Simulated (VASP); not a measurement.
# GaSb (scan) (F-43m) in VASP: further runs

Runs on GaSb (scan). Level: r2SCAN. Tasks: single point.

Everything below comes from runs of VASP 6.6.1. Logs are shortened: lines on timing, memory, paths and dates and some standing lists are left out, and cuts for length are marked.

### 1 The cell of the first run

Symmetry: F-43m, No. 216, cubic system. Conventional cell: a = 6.133 Å, b = 6.133 Å, c = 6.133 Å, α = 90.00°, β = 90.00°, γ = 90.00°. Ga (site symmetry -43m) has 4 Sb at 2.66 Å within 3.5 Å. Within 3.5 Å of Sb (site symmetry -43m) lie 4 Ga at 2.66 Å.

### 2 Single point, r2SCAN

File POSCAR:

```
GaSb
1.0
    0.0000000000      3.0665740928      3.0665740928
    3.0665740928      0.0000000000      3.0665740928
    3.0665740928      3.0665740928      0.0000000000
Ga Sb
1 1
Direct
    0.0000000000      0.0000000000      0.0000000000
    0.2500000000      0.2500000000      0.2500000000
```

File INCAR.step1:

```
PREC     = Accurate       # precision mode
ENCUT    = 520            # plane-wave cutoff, eV
ISMEAR   = 0              # smearing method
SIGMA    = 0.02           # smearing width, eV
LREAL    = False          # projectors in reciprocal space
LASPH    = True           # aspherical terms in the spheres
NELM     = 80             # most SCF steps
NBANDS   = 16             # bands
GGA      = PE             # functional
ALGO     = Normal         # electronic algorithm
EDIFF    = 1E-4           # SCF threshold, eV
LWAVE    = True           # write WAVECAR
LCHARG   = False          # write CHGCAR
```

File INCAR.step2:

```
PREC     = Accurate       # precision mode
ENCUT    = 520            # plane-wave cutoff, eV
EDIFF    = 1E-6           # SCF threshold, eV
ISMEAR   = 0              # smearing method
SIGMA    = 0.02           # smearing width, eV
LREAL    = False          # projectors in reciprocal space
LASPH    = True           # aspherical terms in the spheres
NELM     = 80             # most SCF steps
ALGO     = Normal         # electronic algorithm
ISIF     = 2              # what is computed and relaxed
LWAVE    = False          # write WAVECAR
LCHARG   = False          # write CHGCAR
METAGGA  = R2SCAN         # meta-GGA
LMIXTAU  = True         
NBANDS   = 16             # bands
ISTART   = 1
```

File KPOINTS:

```
regular mesh
0
Gamma
  10 10 10
```

Potentials or basis: VASP PAW PBE potentials, release 64 (Ga_d, Sb).

Command:

```sh
cat potpaw_PBE.64/Ga_d/POTCAR potpaw_PBE.64/Sb/POTCAR > POTCAR
cp INCAR.step1 INCAR
mpirun -np 1 vasp_std > vasp.out
cp INCAR.step2 INCAR
mpirun -np 1 vasp_std > vasp.out
```

OUTCAR:

```text
PREC = Accurate
   ENCUT = 520
   EDIFF = 1E-6
   ISMEAR = 0
   LREAL = False
   LASPH = True
   NELM = 80
   ISIF = 2
   METAGGA = R2SCAN
   ISTART = 1

 ion  position               nearest neighbor table
   1  0.000  0.000  0.000-   2 2.66   2 2.66   2 2.66   2 2.66
   2  0.250  0.250  0.250-   1 2.66   1 2.66   1 2.66   1 2.66

  LATTYP: Found a face centered cubic cell.
 ALAT       =     6.1331481856

  Lattice vectors:

 A1 = (   0.0000000000,   3.0665740928,   3.0665740928)
 A2 = (   3.0665740928,   0.0000000000,   3.0665740928)
 A3 = (   3.0665740928,   3.0665740928,   0.0000000000)

Analysis of symmetry for initial positions (statically):
=====================================================================
 Subroutine PRICEL returns:
 Original cell was already a primitive cell.

 Routine SETGRP: Setting up the symmetry group for a
 face centered cubic supercell.

 Subroutine GETGRP returns: Found 24 space group operations
 (whereof 24 operations were pure point group operations)
 out of a pool of 48 trial point group operations.

The static configuration has the point symmetry T_d .

Analysis of symmetry for dynamics (positions and initial velocities):
=====================================================================
 Subroutine PRICEL returns:
 Original cell was already a primitive cell.

 Routine SETGRP: Setting up the symmetry group for a
 face centered cubic supercell.

 Subroutine GETGRP returns: Found 24 space group operations
 (whereof 24 operations were pure point group operations)
 out of a pool of 48 trial point group operations.

The dynamic configuration has the point symmetry T_d .

 Subroutine INISYM returns: Found 24 space group operations
 (whereof 24 operations are pure point group operations),
 and found     1 'primitive' translations

----------------------------------------------------------------------------------------

                                     Primitive cell

  volume of cell :      57.6754

  direct lattice vectors                    reciprocal lattice vectors
     0.000000000  3.066574093  3.066574093    -0.163048400  0.163048400  0.163048400
     3.066574093  0.000000000  3.066574093     0.163048400 -0.163048400  0.163048400
     3.066574093  3.066574093  0.000000000     0.163048400  0.163048400 -0.163048400

  length of vectors
     4.336790672  4.336790672  4.336790672     0.282408113  0.282408113  0.282408113

  position of ions in fractional coordinates (direct lattice)
     0.000000000  0.000000000  0.000000000
     0.250000000  0.250000000  0.250000000

  ion indices of the primitive-cell ions
   primitive index   ion index
                 1           1
                 2           2

----------------------------------------------------------------------------------------

 KPOINTS: regular mesh

Automatic generation of k-mesh.
 Grid dimensions read from file:
 generate k-points for:   10   10   10

 Generating k-lattice:

  Cartesian coordinates                     Fractional coordinates (reciprocal lattice)
    -0.016304840  0.016304840  0.016304840     0.100000000  0.000000000  0.000000000
     0.016304840 -0.016304840  0.016304840     0.000000000  0.100000000  0.000000000
     0.016304840  0.016304840 -0.016304840     0.000000000  0.000000000  0.100000000

  Length of vectors
     0.028240811  0.028240811  0.028240811

  Shift w.r.t. Gamma in fractional coordinates (k-lattice)
     0.000000000  0.000000000  0.000000000

 Subroutine IBZKPT returns following result:
 ===========================================

 Found     47 irreducible k-points:

 Following reciprocal coordinates:
            Coordinates               Weight
  0.000000  0.000000  0.000000      1.000000
  0.100000  0.000000  0.000000      8.000000
  0.200000  0.000000  0.000000      8.000000
  0.300000  0.000000  0.000000      8.000000
  0.400000  0.000000  0.000000      8.000000
  0.500000  0.000000  0.000000      4.000000
[... 16 lines left out ...]
  0.300000  0.300000  0.000000      6.000000
  0.400000  0.300000  0.000000     24.000000
 [... further k-points ...]
   k-points           NKPTS =     47   k-points in BZ     NKDIM =     47   number of bands    NBANDS=     16
   number of dos      NEDOS =    301   number of ions     NIONS =      2
   total plane-waves  NPLWV =  32768
   dimension x,y,z NGX =    32 NGY =   32 NGZ =   32
   dimension x,y,z NGXF=    64 NGYF=   64 NGZF=   64
   ions per type =               1   1
   NGX,Y,Z   is equivalent  to a cutoff of  12.27, 12.27, 12.27 a.u.
   NGXF,Y,Z  is equivalent  to a cutoff of  24.53, 24.53, 24.53 a.u.
 SYSTEM =  unknown system
   PREC   = accura    normal or accurate (medium, high low for compatibility)
   ISTART =      1    job   : 0-new  1-cont  2-samecut
   ICHARG =      0    charge: 1-file 2-atom 10-const
   ISPIN  =      1    spin polarized calculation?
   LNONCOLLINEAR =      F non collinear calculations
   LSORBIT =      F    spin-orbit coupling
   LASPH  =      T    aspherical Exc in radial PAW
   ENCUT  =  520.0 eV  38.22 Ry    6.18 a.u.   8.06  8.06  8.06*2*pi/ulx,y,z
   NELM   =     80;   NELMIN=  2; NELMDL=  0     # of ELM steps
   EDIFF  = 0.1E-05   stopping-criterion for ELM
   LREAL  =      F    real-space projection
   EDIFFG = 0.1E-04   stopping-criterion for IOM
   NSW    =      0    number of steps for IOM
   IBRION =     -1    ionic relax: 0-MD 1-quasi-New 2-CG
   NFREE  =      0    steps in history (QN), initial steepest desc. (CG)
   ISIF   =      2    stress and relaxation
   ISYM   =      2    0-nonsym 1-usesym 2-fastsym
   POTIM  = 0.5000    time-step for ionic-motion
   TEBEG  =    0.0;   TEEND  =   0.0 temperature during run
   PSTRESS=    0.0 pullay stress
   NELECT =      18.0000    total number of electrons
   NUPDOWN=      -1.0000    fix difference up-down
   EMIN   =  10.00;   EMAX   =-10.00  energy-range for DOS
   EFERMI =   0.00;   METHOD = LEGACY
   ISMEAR =     0;   SIGMA  =   0.02  broadening in eV -4-tet -1-fermi 0-gaus
   EFERMI_NEDOS =   21; number of points for ismear=-14 and -15
   IALGO  =     38    algorithm
   IMIX   =      4    mixing-type and parameters
     AMIX     =   0.40;   BMIX     =  1.00
     AMIX_MAG =   1.60;   BMIX_MAG =  1.00
  volume/ion in A,a.u.               =      28.84       194.61
  Fermi-wavevector in a.u.,A,eV,Ry     =   1.110458  2.098462 16.777580  1.233117
  Thomas-Fermi vector in A             =   2.247010
   LORBIT       =      0    0 simple, 1 ext, 2 COOP (PROOUT), +10 PAW based schemes
   METAGGA = R2SCAN    functional components
   LHFCALC =     F    Hartree Fock is set to
   AEXX    =    0.0000 exact exchange contribution
   IVDW    =     0    specifies the selected vdW correction
   LEPSILON=     F    determine dielectric tensor
   LRPA    =     F    only Hartree local field effects (RPA)
 non-spin polarized calculation
 Gauss-broadening in eV      SIGMA  =   0.02
  energy-cutoff  :      520.00
  volume of cell :       57.68
 maximum number of plane-waves:      1588
   NGX = 17   NGY = 17   NGZ = 17

 number of electron      17.9999989 magnetization

 Free energy of the ion-electron system (eV)
  ---------------------------------------------------
  ext. energy  EPLUGINS =         0.00000000
  ---------------------------------------------------
  free energy    TOTEN  =       -37.60495303 eV

  energy without entropy =      -37.60495303  energy(sigma->0) =      -37.60495303

 E-fermi :   4.7306     XC(G=0):  -9.6875

 val. band max:        4.6080325613   @ k =   0.0000   0.0000   0.0000
 cond. band min:       5.0011015087   @ k =   0.0000   0.0000   0.0000
 fundamental gap:      0.3930689474
 Fermi energy:         4.7305731792

 k-point     1 :       0.0000    0.0000    0.0000
  band No.  band energies     occupation
      1     -10.8732      2.00000
      2     -10.8732      2.00000
      3     -10.8732      2.00000
      4     -10.8173      2.00000
      5     -10.8173      2.00000
      6      -7.2704      2.00000
[... 8 lines left out ...]
     15      13.6147      0.00000
     16      13.6147      0.00000

 k-point     2 :       0.1000    0.0000    0.0000
  band No.  band energies     occupation
      1     -10.8761      2.00000
      2     -10.8720      2.00000
      3     -10.8719      2.00000
      4     -10.8174      2.00000
      5     -10.8174      2.00000
      6      -7.1629      2.00000
[... 8 lines left out ...]
     15      13.0065      0.00000
     16      13.0065      0.00000

 k-point     3 :       0.2000    0.0000    0.0000
  band No.  band energies     occupation
      1     -10.8835      2.00000
      2     -10.8688      2.00000
      3     -10.8688      2.00000
      4     -10.8177      2.00000
      5     -10.8177      2.00000
      6      -6.8497      2.00000
[... 8 lines left out ...]
     15      12.5760      0.00000
     16      12.5760      0.00000

 k-point     4 :       0.3000    0.0000    0.0000
  band No.  band energies     occupation
      1     -10.8925      2.00000
      2     -10.8652      2.00000
      3     -10.8651      2.00000
      4     -10.8176      2.00000
      5     -10.8176      2.00000
      6      -6.3698      2.00000
[... 8 lines left out ...]
     15      12.8955      0.00000
     16      12.8955      0.00000
[... 324 lines left out ...]
 k-point    22 :      -0.2000    0.2000    0.0000
  band No.  band energies     occupation
      1     -10.8961      2.00000
      2     -10.8637      2.00000
      3     -10.8617      2.00000
      4     -10.8192      2.00000
      5     -10.8172      2.00000
      6      -6.1991      2.00000
[... 8 lines left out ...]
     15      14.0206      0.00000
     16      14.4918      0.00000

 k-point    23 :       0.3000    0.3000    0.0000
  band No.  band energies     occupation
      1     -10.9056      2.00000
      2     -10.8563      2.00000
      3     -10.8563      2.00000
      4     -10.8249      2.00000
      5     -10.8143      2.00000
      6      -6.0330      2.00000
[... 8 lines left out ...]
     15      14.8331      0.00000
     16      15.2406      0.00000

 k-point    24 :       0.4000    0.3000    0.0000
  band No.  band energies     occupation
      1     -10.9110      2.00000
      2     -10.8535      2.00000
      3     -10.8530      2.00000
      4     -10.8260      2.00000
      5     -10.8140      2.00000
      6      -5.5848      2.00000
[... 8 lines left out ...]
     15      15.4608      0.00000
     16      15.6693      0.00000

 [... further k-points ...]
[... 5 lines left out ...]
  --------------------------------------------------------------------------------------
  -------------------------------------------------------------------------------------
  Total        0.0240710      0.0240710      0.0240710      0.0000000      0.0000000     -0.0000000
  in kB        0.6686728      0.6686728      0.6686728      0.0000000      0.0000000     -0.0000000
  external PRESSURE =       0.6686728 kB  Pullay stress =       0.0000000 kB

 VOLUME and BASIS-vectors are now :
 -----------------------------------------------------------------------------
  energy-cutoff  :      520.00
  volume of cell :       57.68
      direct lattice vectors                 reciprocal lattice vectors
     0.000000000  3.066574093  3.066574093    -0.163048400  0.163048400  0.163048400
     3.066574093  0.000000000  3.066574093     0.163048400 -0.163048400  0.163048400
     3.066574093  3.066574093  0.000000000     0.163048400  0.163048400 -0.163048400

 POSITION                                       TOTAL-FORCE (eV/Angst)
 -----------------------------------------------------------------------------------
      0.00000      0.00000      0.00000        -0.000000     -0.000000     -0.000000
      1.53329      1.53329      1.53329         0.000000      0.000000      0.000000
 -----------------------------------------------------------------------------------
    total drift:                               -0.000002     -0.000002     -0.000002

  FREE ENERGIE OF THE ION-ELECTRON SYSTEM (eV)
  ---------------------------------------------------
  free  energy   TOTEN  =       -37.6049530318 eV

  energy  without entropy=      -37.6049530318  energy(sigma->0) =      -37.60495303
```

It took 3.5 min on 1 thread of AMD EPYC 7R13, shared host; peak memory 0.18 GiB.

What came out:

* Free energy: -37.6050 eV
* Pressure: 0.1 GPa
* Band gap on the k mesh: 0.39 eV, direct

Levels at points of the mesh, in eV from the valence-band top:
| k point | band 6 | band 7 | band 8 | band 9 | band 10 | band 11 | band 12 | band 13 |
| --- | --- | --- | --- | --- | --- | --- | --- | --- |
| (0.00, 0.00, 0.00) | -11.88 | 0.00 | 0.00 | 0.00 | 0.39 | 2.98 | 2.98 | 2.98 |
| (0.50, 0.00, 0.00) | -10.18 | -6.54 | -1.20 | -1.20 | 0.67 | 4.01 | 4.01 | 6.93 |
| (0.50, 0.50, 0.00) | -9.30 | -7.01 | -2.67 | -2.67 | 1.13 | 1.49 | 9.21 | 9.21 |

Caveat: the PAW data sets were made with another functional, which shifts forces and pressure a little; spin-orbit coupling is left out, which moves the levels of the heavy elements. A k mesh can miss the band edges.

### 3 Single point, r2SCAN

File POSCAR:

```
GaSb
1.0
    0.0000000000      3.0686043200      3.0686043200
    3.0686043200      0.0000000000      3.0686043200
    3.0686043200      3.0686043200      0.0000000000
Ga Sb
1 1
Direct
    0.0000000000      0.0000000000      0.0000000000
    0.2500000000      0.2500000000      0.2500000000
```

File INCAR.step1:

```
SYSTEM = GaSb
PREC     = Accurate       ! precision mode
ENCUT    = 520            ! plane-wave cutoff, eV
ISMEAR   = 0              ! smearing method
SIGMA    = 0.1            ! smearing width, eV
LREAL    = .False.        ! projectors in reciprocal space
LASPH    = .True.         ! aspherical terms in the spheres
NELM     = 100            ! most SCF steps
NBANDS   = 16             ! bands
GGA      = PE             ! functional
ALGO     = Normal         ! electronic algorithm
EDIFF    = 1E-4           ! SCF threshold, eV
LWAVE    = .True.         ! write WAVECAR
LCHARG   = .False.        ! write CHGCAR
```

File INCAR.step2:

```
SYSTEM = GaSb
PREC     = Accurate       ! precision mode
ENCUT    = 520            ! plane-wave cutoff, eV
EDIFF    = 1E-6           ! SCF threshold, eV
ISMEAR   = 0              ! smearing method
SIGMA    = 0.1            ! smearing width, eV
LREAL    = .False.        ! projectors in reciprocal space
LASPH    = .True.         ! aspherical terms in the spheres
NELM     = 100            ! most SCF steps
ALGO     = Normal         ! electronic algorithm
ISIF     = 2              ! what is computed and relaxed
LWAVE    = .False.        ! write WAVECAR
LCHARG   = .True.         ! write CHGCAR
METAGGA  = R2SCAN         ! meta-GGA
LMIXTAU  = .True.       
LELF     = .True.         ! ELF
LVHAR    = .True.       
NBANDS   = 16             ! bands
ISTART   = 1
```

File KPOINTS:

```
Automatic mesh
0
Gamma
  6 6 6
  0 0 0
```

Potentials or basis: VASP PAW PBE potentials, release 64 (Ga_d, Sb).

Command:

```sh
cat potpaw_PBE.64/Ga_d/POTCAR potpaw_PBE.64/Sb/POTCAR > POTCAR
cp INCAR.step1 INCAR
mpirun -np 1 vasp_std > vasp.out
cp INCAR.step2 INCAR
mpirun -np 1 vasp_std > vasp.out
```

Run time: 32 s. Hardware: 1 thread of Intel Xeon Platinum 8488C (Sapphire Rapids), shared host; peak memory 0.18 GiB.

It converged, with:

```yaml
Free_energy: -37.5790 eV
Pressure: -0.1 GPa
Band_gap_on_the_k_mesh: 0.38 eV, direct
```

Levels at points of the mesh, in eV from the valence-band top:
```tsv
k point	band 7	band 8	band 9	band 10	band 11	band 12
(0.00, 0.00, 0.00)	0.00	0.00	0.00	0.38	2.98	2.98
(0.50, 0.00, 0.00)	-6.53	-1.20	-1.20	0.66	4.01	4.01
(0.50, 0.50, 0.00)	-7.01	-2.66	-2.66	1.13	1.49	9.20
```

Caveat: the PAW data sets were made with another functional, which shifts forces and pressure a little; spin-orbit coupling is left out, which moves the levels of the heavy elements.
